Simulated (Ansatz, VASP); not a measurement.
## One calculation of InAs, two programs

```
In As
1.0
     0.00000    3.01800    3.01800
     3.01800    0.00000    3.01800
     3.01800    3.01800    0.00000
In As
1 1
Cartesian
  0.0000 0.0000 0.0000
  4.5270 4.5270 4.5270
```

Alike in both runs: task relaxation of cell and atoms; functional PBE; k mesh 6 × 6 × 6; occupations fermi-dirac, width 0.05 eV; non-collinear spin, spin-orbit coupling.

```csv
,VASP,Ansatz
version,VASP 6.6.1,Ansatz 0.2.0
potentials or method,"VASP PAW PBE potentials, release 64 (In_d, As), cutoff 600 eV","all-electron LAPW, relativistic spinors"
```

|  | VASP | Ansatz | Ansatz less VASP |
| --- | --- | --- | --- |
| relaxed volume (Å³/atom) | 29.65 | 29.61 | -0.039 |
| relaxed length of the cell vector where the two differ most in proportion (Å) | 4.377 | 4.375 | -0.0019 |

Ansatz ran all-electron here, and VASP with PAW potentials.

Noted on Ansatz's run: the k mesh is thin for a metal, which can move the energy by tens of meV per atom.
